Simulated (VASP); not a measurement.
# PtSe2 (Sudovikovite) (P-3m1) in VASP: notebook

Aim: see how the results for PtSe2 (Sudovikovite) move with the level of theory and the settings. Levels: LDA, PBEsol+U, BLYP. Tasks: single point, relaxation of cell and atoms.

Program: VASP 6.6.1. These are calculated values, not measurements. Logs are shortened: lines on timing, memory, paths and dates and some standing lists are left out, and cuts for length are marked.

### Step 1. The cell of the first run

It takes space group P-3m1 (No. 164, trigonal). The conventional cell has a = 3.724 Å, b = 3.724 Å, c = 5.062 Å, α = 90.00°, β = 90.00°, γ = 120.00°. Pt (site symmetry -3m) has 6 Se at 2.49 Å within 3.3 Å. Se (site symmetry 3m) has 3 Pt at 2.49 Å within 3.3 Å.

### Step 2. Single point, LDA

Contents of INCAR:

```
SYSTEM = PtSe2
PREC     = Accurate       ! precision mode
ENCUT    = 520            ! plane-wave cutoff, eV
EDIFF    = 1E-6           ! SCF threshold, eV
ISMEAR   = -1             ! smearing method
SIGMA    = 0.05           ! smearing width, eV
LREAL    = .False.        ! projectors in reciprocal space
LASPH    = .True.         ! aspherical terms in the spheres
NELM     = 100            ! most SCF steps
ALGO     = Normal         ! electronic algorithm
ISIF     = 2              ! what is computed and relaxed
LWAVE    = .False.        ! write WAVECAR
LCHARG   = .False.        ! write CHGCAR
NBANDS   = 18             ! bands
```

Contents of KPOINTS:

```
Automatic mesh
0
Gamma
  8 8 5
  0 0 0
```

Contents of POSCAR:

```
PtSe2
1.0
    3.7240000000      0.0000000000      0.0000000000
   -1.8620000000      3.2250786037      0.0000000000
    0.0000000000      0.0000000000      5.0620000000
Pt Se
1 2
Direct
    0.0000000000      0.0000000000      0.0000000000
    0.6666666667      0.3333333333      0.7500000000
    0.3333333333      0.6666666667      0.2500000000
```

Potentials or basis: VASP PAW LDA potentials, release 64 (Pt, Se).

On the command line:

```sh
$ cat potpaw_LDA.64/Pt/POTCAR potpaw_LDA.64/Se/POTCAR > POTCAR
$ mpirun -np 1 vasp_std > vasp.out
```

OUTCAR:

```text
SYSTEM = PtSe2
   PREC = Accurate
   ENCUT = 520
   EDIFF = 1E-6
   ISMEAR = -1
   LREAL = .False.
   LASPH = .True.
   NELM = 100
   ISIF = 2

 ion  position               nearest neighbor table
   1  0.000  0.000  0.000-   2 2.49   3 2.49   2 2.49   3 2.49   2 2.49   3 2.49
   2  0.667  0.333  0.750-   1 2.49   1 2.49   1 2.49
   3  0.333  0.667  0.250-   1 2.49   1 2.49   1 2.49

  LATTYP: Found a hexagonal cell.
 ALAT       =     3.7240000000
 C/A-ratio  =     1.3592910849

  Lattice vectors:

 A1 = (   3.7240000000,   0.0000000000,   0.0000000000)
 A2 = (  -1.8620000000,   3.2250786037,   0.0000000000)
 A3 = (   0.0000000000,   0.0000000000,   5.0620000000)

Analysis of symmetry for initial positions (statically):
=====================================================================
 Subroutine PRICEL returns:
 Original cell was already a primitive cell.

 Routine SETGRP: Setting up the symmetry group for a
 hexagonal supercell.

 Subroutine GETGRP returns: Found 12 space group operations
 (whereof 12 operations were pure point group operations)
 out of a pool of 24 trial point group operations.

The static configuration has the point symmetry D_3d.

Analysis of symmetry for dynamics (positions and initial velocities):
=====================================================================
 Subroutine PRICEL returns:
 Original cell was already a primitive cell.

 Routine SETGRP: Setting up the symmetry group for a
 hexagonal supercell.

 Subroutine GETGRP returns: Found 12 space group operations
 (whereof 12 operations were pure point group operations)
 out of a pool of 24 trial point group operations.

The dynamic configuration has the point symmetry D_3d.

 Subroutine INISYM returns: Found 12 space group operations
 (whereof 12 operations are pure point group operations),
 and found     1 'primitive' translations

----------------------------------------------------------------------------------------

                                     Primitive cell

  volume of cell :      60.7956

  direct lattice vectors                    reciprocal lattice vectors
     3.724000000  0.000000000  0.000000000     0.268528464  0.155034981  0.000000000
    -1.862000000  3.225078604  0.000000000     0.000000000  0.310069962  0.000000000
     0.000000000  0.000000000  5.062000000     0.000000000  0.000000000  0.197550375

  length of vectors
     3.724000000  3.724000000  5.062000000     0.310069962  0.310069962  0.197550375

  position of ions in fractional coordinates (direct lattice)
     0.000000000  0.000000000  0.000000000
     0.666666667  0.333333333  0.750000000
     0.333333333  0.666666667  0.250000000

  ion indices of the primitive-cell ions
   primitive index   ion index
                 1           1
                 2           2
                 3           3

----------------------------------------------------------------------------------------

 KPOINTS: Automatic mesh

Automatic generation of k-mesh.
 Grid dimensions read from file:
 generate k-points for:    8    8    5

 Generating k-lattice:

  Cartesian coordinates                     Fractional coordinates (reciprocal lattice)
     0.033566058  0.019379373  0.000000000     0.125000000  0.000000000  0.000000000
     0.000000000  0.038758745  0.000000000     0.000000000  0.125000000  0.000000000
     0.000000000  0.000000000  0.039510075     0.000000000  0.000000000  0.200000000

  Length of vectors
     0.038758745  0.038758745  0.039510075

  Shift w.r.t. Gamma in fractional coordinates (k-lattice)
     0.000000000  0.000000000  0.000000000

 Subroutine IBZKPT returns following result:
 ===========================================

 Found     40 irreducible k-points:

 Following reciprocal coordinates:
            Coordinates               Weight
  0.000000  0.000000  0.000000      1.000000
  0.125000 -0.000000  0.000000      6.000000
  0.250000 -0.000000  0.000000      6.000000
  0.375000  0.000000  0.000000      6.000000
  0.500000 -0.000000  0.000000      3.000000
  0.125000  0.125000  0.000000      6.000000
[... 16 lines left out ...]
 -0.125000  0.500000  0.200000     12.000000
  0.250000  0.250000  0.200000     12.000000
 [... further k-points ...]
   k-points           NKPTS =     40   k-points in BZ     NKDIM =     40   number of bands    NBANDS=     18
   number of dos      NEDOS =    301   number of ions     NIONS =      3
   total plane-waves  NPLWV =  31360
   dimension x,y,z NGX =    28 NGY =   28 NGZ =   40
   dimension x,y,z NGXF=    56 NGYF=   56 NGZF=   80
   ions per type =               1   2
   NGX,Y,Z   is equivalent  to a cutoff of  12.50, 12.50, 13.14 a.u.
   NGXF,Y,Z  is equivalent  to a cutoff of  25.00, 25.00, 26.27 a.u.
 SYSTEM =  PtSe2
   PREC   = accura    normal or accurate (medium, high low for compatibility)
   ISTART =      0    job   : 0-new  1-cont  2-samecut
   ICHARG =      2    charge: 1-file 2-atom 10-const
   ISPIN  =      1    spin polarized calculation?
   LNONCOLLINEAR =      F non collinear calculations
   LSORBIT =      F    spin-orbit coupling
   LASPH  =      T    aspherical Exc in radial PAW
   ENCUT  =  520.0 eV  38.22 Ry    6.18 a.u.   6.92  6.92  9.41*2*pi/ulx,y,z
   NELM   =    100;   NELMIN=  2; NELMDL= -5     # of ELM steps
   EDIFF  = 0.1E-05   stopping-criterion for ELM
   LREAL  =      F    real-space projection
   EDIFFG = 0.1E-04   stopping-criterion for IOM
   NSW    =      0    number of steps for IOM
   IBRION =     -1    ionic relax: 0-MD 1-quasi-New 2-CG
   NFREE  =      0    steps in history (QN), initial steepest desc. (CG)
   ISIF   =      2    stress and relaxation
   ISYM   =      2    0-nonsym 1-usesym 2-fastsym
   POTIM  = 0.5000    time-step for ionic-motion
   TEBEG  =    0.0;   TEEND  =   0.0 temperature during run
   PSTRESS=    0.0 pullay stress
   NELECT =      22.0000    total number of electrons
   NUPDOWN=      -1.0000    fix difference up-down
   EMIN   =  10.00;   EMAX   =-10.00  energy-range for DOS
   EFERMI =   0.00;   METHOD = LEGACY
   ISMEAR =    -1;   SIGMA  =   0.05  broadening in eV -4-tet -1-fermi 0-gaus
   EFERMI_NEDOS =   21; number of points for ismear=-14 and -15
   IALGO  =     38    algorithm
   IMIX   =      4    mixing-type and parameters
     AMIX     =   0.40;   BMIX     =  1.00
     AMIX_MAG =   1.60;   BMIX_MAG =  1.00
  volume/ion in A,a.u.               =      20.27       136.76
  Fermi-wavevector in a.u.,A,eV,Ry     =   1.166608  2.204570 18.517184  1.360975
  Thomas-Fermi vector in A             =   2.303119
   LORBIT       =      0    0 simple, 1 ext, 2 COOP (PROOUT), +10 PAW based schemes
   GGA     = CA    functional components
   LHFCALC =     F    Hartree Fock is set to
   AEXX    =    0.0000 exact exchange contribution
   IVDW    =     0    specifies the selected vdW correction
   LEPSILON=     F    determine dielectric tensor
   LRPA    =     F    only Hartree local field effects (RPA)
 non-spin polarized calculation
  energy-cutoff  :      520.00
  volume of cell :       60.80
 maximum number of plane-waves:      1654
   NGX = 13   NGY = 13   NGZ = 19

 number of electron      21.9999998 magnetization

 Free energy of the ion-electron system (eV)
  ---------------------------------------------------
  ext. energy  EPLUGINS =         0.00000000
  ---------------------------------------------------
  free energy    TOTEN  =       -17.06144139 eV

  energy without entropy =      -17.05511052  energy(sigma->0) =      -17.05827595

 E-fermi :   6.5237     XC(G=0): -10.8994

 val. band max:        6.4080909529   @ k =   0.1250  -0.0000   0.0000
 cond. band min:       6.5617489667   @ k =   0.0000   0.1250   0.2000
 fundamental gap:      0.1536580138
 Fermi energy:         6.5237289037

 k-point     1 :       0.0000    0.0000    0.0000
  band No.  band energies     occupation
      1      -9.2154      2.00000
      2      -6.3907      2.00000
      3      -0.6997      2.00000
      4      -0.0016      2.00000
      5      -0.0016      2.00000
      6       2.4848      2.00000
[... 10 lines left out ...]
     17      13.7491      0.00000
     18      18.2291      0.00000

 k-point     2 :       0.1250   -0.0000    0.0000
  band No.  band energies     occupation
      1      -9.0405      2.00000
      2      -6.4691      2.00000
      3      -0.4928      2.00000
      4       0.1096      2.00000
      5       0.1263      2.00000
      6       2.2277      2.00000
[... 10 lines left out ...]
     17      14.3076      0.00000
     18      16.1897      0.00000

 k-point     3 :       0.2500   -0.0000    0.0000
  band No.  band energies     occupation
      1      -8.5576      2.00000
      2      -6.6694      2.00000
      3       0.0082      2.00000
      4       0.3780      2.00000
      5       0.5113      2.00000
      6       1.2655      2.00000
[... 10 lines left out ...]
     17      14.6477      0.00000
     18      14.8402      0.00000

 k-point     4 :       0.3750    0.0000    0.0000
  band No.  band energies     occupation
      1      -7.9088      2.00000
      2      -6.9405      2.00000
      3      -0.3538      2.00000
      4       0.6030      2.00000
      5       0.8680      2.00000
      6       1.4568      2.00000
[... 375 lines left out ...]
      4       0.4610      2.00000
      5       1.3128      2.00000
      6       1.3334      2.00000
[... 10 lines left out ...]
     17      15.4698      0.00000
     18      16.0290      0.00000

 k-point    23 :      -0.1250    0.5000    0.2000
  band No.  band energies     occupation
      1      -7.5669      2.00000
      2      -7.0243      2.00000
      3      -0.7828      2.00000
      4       0.3037      2.00000
      5       0.8729      2.00000
      6       2.0226      2.00000
[... 10 lines left out ...]
     17      15.7241      0.00000
     18      16.3622      0.00000

 k-point    24 :       0.2500    0.2500    0.2000
  band No.  band energies     occupation
      1      -7.5573      2.00000
      2      -7.0495      2.00000
      3      -0.2571      2.00000
      4       0.2199      2.00000
      5       0.7018      2.00000
      6       1.5011      2.00000
[... 10 lines left out ...]
     17      14.8975      0.00000
     18      15.4881      0.00000

 [... further k-points ...]

------------------------ aborting loop because EDIFF is reached ----------------------------------------

  FORCE on cell =-STRESS in cart. coord.  units (eV):
  Direction    XX          YY          ZZ          XY          YZ          ZX
  --------------------------------------------------------------------------------------
  -------------------------------------------------------------------------------------
  Total        0.1261398      0.1261398     -0.3224552      0.0000000      0.0000000      0.0000000
  in kB        3.3242268      3.3242268     -8.4978266      0.0000000      0.0000000      0.0000000
  external PRESSURE =      -0.6164577 kB  Pullay stress =       0.0000000 kB

 VOLUME and BASIS-vectors are now :
 -----------------------------------------------------------------------------
  energy-cutoff  :      520.00
  volume of cell :       60.80
      direct lattice vectors                 reciprocal lattice vectors
     3.724000000  0.000000000  0.000000000     0.268528464  0.155034981  0.000000000
    -1.862000000  3.225078604  0.000000000     0.000000000  0.310069962  0.000000000
     0.000000000  0.000000000  5.062000000     0.000000000  0.000000000  0.197550375

 POSITION                                       TOTAL-FORCE (eV/Angst)
 -----------------------------------------------------------------------------------
      0.00000      0.00000      0.00000        -0.000000      0.000000      0.000000
      1.86200      1.07503      3.79650        -0.000000      0.000000     -0.248018
     -0.00000      2.15005      1.26550         0.000000     -0.000000      0.248018
 -----------------------------------------------------------------------------------
    total drift:                               -0.000000     -0.000000     -0.000000

  FREE ENERGIE OF THE ION-ELECTRON SYSTEM (eV)
  ---------------------------------------------------
  free  energy   TOTEN  =       -17.0614413881 eV

  energy  without entropy=      -17.0551105212  energy(sigma->0) =      -17.05827595
```

It took 14 s on 1 thread of Intel Xeon 6975P-C (Granite Rapids), shared host; peak memory 0.18 GiB.

What came out:

```
Free energy            : -17.0614 eV
Pressure               : -0.1 GPa
Largest force          : 0.248 eV/Å
Band gap on the k mesh : zero (band 11 reaches 6.91 eV, above the bottom of band 12 at 6.57 eV)
```

Forces in eV/Å, atoms in the order of the input:
```
Pt   0.000  0.000  0.000
Se   0.000  0.000 -0.248
Se   0.000  0.000  0.248
```

Levels at points of the mesh, in eV from the Fermi level:
```csv
k point,band 8,band 9,band 10,band 11,band 12,band 13,band 14,band 15
"(0.00, 0.00, 0.00)",-2.58,-1.07,-1.07,0.39,1.44,1.44,3.50,4.03
"(0.50, 0.00, 0.00)",-3.56,-3.52,-3.44,-3.00,0.61,2.33,4.72,5.73
```

Caveat: spin-orbit coupling is left out, which moves the levels of the heavy elements.

### Step 3. Single point, LDA

This run uses another cell than the first one, of 21.48 Å³/atom, 1.060 times its volume.

Contents of INCAR:

```
ALGO = Normal
EDIFF = 1E-7
ENCUT = 520
GGA = CA
ISIF = 2
ISMEAR = -1
LASPH = True
LCHARG = False
LREAL = False
LWAVE = False
NBANDS = 18
NELM = 100
PREC = Accurate
SIGMA = 0.05
```

Contents of KPOINTS:

```
k-points
0
Gamma
  8 8 5
```

Contents of POSCAR:

```
PtSe2
1.0
    3.7970381507      0.0000000000      0.0000000000
   -1.8985190754      3.2883314977      0.0000000000
    0.0000000000      0.0000000000      5.1612801071
Pt Se
1 2
Direct
    0.0000000000      0.0000000000      0.0000000000
    0.6666666667      0.3333333333      0.7500000000
    0.3333333333      0.6666666667      0.2500000000
```

Potentials or basis: VASP PAW LDA potentials, release 64 (Pt, Se).

On the command line:

```sh
$ cat potpaw_LDA.64/Pt/POTCAR potpaw_LDA.64/Se/POTCAR > POTCAR
$ mpirun -np 1 vasp_std > vasp.out
```

OUTCAR:

```text
EDIFF = 1E-7
   ENCUT = 520
   GGA = CA
   ISIF = 2
   ISMEAR = -1
   LASPH = True
   LREAL = False
   NELM = 100
   PREC = Accurate

 ion  position               nearest neighbor table
   1  0.000  0.000  0.000-   2 2.54   3 2.54   2 2.54   3 2.54   2 2.54   3 2.54
   2  0.667  0.333  0.750-   1 2.54   1 2.54   1 2.54
   3  0.333  0.667  0.250-   1 2.54   1 2.54   1 2.54

  LATTYP: Found a hexagonal cell.
 ALAT       =     3.7970381507
 C/A-ratio  =     1.3592910849

  Lattice vectors:
[... 694 lines left out ...]

  FORCE on cell =-STRESS in cart. coord.  units (eV):
  Direction    XX          YY          ZZ          XY          YZ          ZX
  --------------------------------------------------------------------------------------
  -------------------------------------------------------------------------------------
  Total       -2.9462518     -2.9462518     -2.4116389      0.0000000      0.0000000      0.0000000
  in kB      -73.2491291    -73.2491291    -59.9576895      0.0000000      0.0000000      0.0000000
  external PRESSURE =     -68.8186493 kB  Pullay stress =       0.0000000 kB

 VOLUME and BASIS-vectors are now :
 -----------------------------------------------------------------------------
  energy-cutoff  :      520.00
  volume of cell :       64.44
      direct lattice vectors                 reciprocal lattice vectors
     3.797038151  0.000000000  0.000000000     0.263363169  0.152052796  0.000000000
    -1.898519075  3.288331498  0.000000000     0.000000000  0.304105593  0.000000000
     0.000000000  0.000000000  5.161280107     0.000000000  0.000000000  0.193750383

 POSITION                                       TOTAL-FORCE (eV/Angst)
 -----------------------------------------------------------------------------------
      0.00000      0.00000      0.00000         0.000000      0.000000      0.000000
      1.89852      1.09611      3.87096         0.000000      0.000000      0.417073
     -0.00000      2.19222      1.29032        -0.000000      0.000000     -0.417073
 -----------------------------------------------------------------------------------
    total drift:                               -0.000000     -0.000000     -0.000000

  FREE ENERGIE OF THE ION-ELECTRON SYSTEM (eV)
  ---------------------------------------------------
  free  energy   TOTEN  =       -16.9784330361 eV

  energy  without entropy=      -16.9719890246  energy(sigma->0) =      -16.97521103
```

stdout:

```text
POSCAR found type information on POSCAR PtSe
 POSCAR found :  2 types and       3 ions
 scaLAPACK will be used
 LDA part: xc-table for (Slater(with rela. corr.)+CA(PZ))
 , standard interpolation
 POSCAR, INCAR and KPOINTS ok, starting setup
 FFT: planning ... GRIDC
 FFT: planning ... GRID_SOFT
 FFT: planning ... GRID
 WAVECAR not read
 entering main loop
```

It took 16 s on 1 thread of Intel Xeon 6975P-C (Granite Rapids), shared host; peak memory 0.18 GiB.

Results:

```
Free energy            : -16.9784 eV
Pressure               : -6.9 GPa
Largest force          : 0.417 eV/Å
Band gap on the k mesh : zero (band 11 reaches 6.09 eV, above the bottom of band 12 at 5.75 eV)
```

Forces in eV/Å, atoms in the order of the input:
```
Pt   0.000  0.000  0.000
Se   0.000  0.000  0.417
Se   0.000  0.000 -0.417
```

Caveat: spin-orbit coupling is left out, which moves the levels of the heavy elements.

(Part 1 of 2 ends here.)
